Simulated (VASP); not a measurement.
**NaBRu3: relaxation of the atoms with PBE**

NaBRu3:

```xyz
5
Lattice="4.0638 0.0000 0.0000 0.0000 4.0638 0.0000 0.0000 0.0000 4.0638" Properties=species:S:1:pos:R:3 pbc="T T T"
Ru    0.0000    2.0319    2.0319
Ru    2.0319    0.0000    2.0319
Ru    2.0319    2.0319    0.0000
Na    0.0000    0.0000    0.0000
B     2.0319    2.0319    2.0319
```

- Program: VASP 6.6.1
- Task: relaxation of the atoms
- Functional: PBE
- Potentials or basis: VASP PAW PBE potentials, release 64 (Ru_pv, Na_pv, B)
- Cutoff: 450 eV
- k mesh: 8 × 8 × 8
- Occupations: fermi-dirac, width 0.1 eV
- Spin: no spin polarisation
- Dipole correction: no
- Further INCAR settings: ALGO = Normal; EDIFF = 1e-07; IBRION = 2; EDIFFG = -0.03; NSW = 60

| Property | Result |
| --- | --- |
| Pressure after relaxing | 10.3 GPa |
| Band gap on the k mesh | zero (band 26 reaches 9.58 eV, above the bottom of band 27 at 7.95 eV) |

Final structure:
```
Ru Na B
1.0
     4.06383    0.00000    0.00000
     0.00000    4.06383    0.00000
     0.00000    0.00000    4.06383
Ru Na B
3 1 1
Direct
  0.00000 0.50000 0.50000
  0.50000 0.00000 0.50000
  0.50000 0.50000 0.00000
  0.00000 0.00000 0.00000
  0.50000 0.50000 0.50000
```

Levels at points of the mesh, in eV from the Fermi level:
```
           k point  band 24  band 25  band 26  band 27  band 28  band 29
(0.00, 0.00, 0.00)    -0.17    -0.16    -0.16    -0.16     1.48     1.67
(0.50, 0.00, 0.00)    -0.78    -0.30    -0.30    -0.26     0.20     1.67
(0.50, 0.50, 0.00)    -1.62    -0.64    -0.23    -0.11     0.25     1.98
(0.50, 0.50, 0.50)     0.13     0.13     1.37     1.37     1.37     1.60
```

Run time: 32 s on 1 thread of AMD EPYC 7R13 Processor (Zen 3), with other jobs on the host, peak memory 0.16 GiB.

Caveat: the relaxation stopped at its first step, so nothing moved.
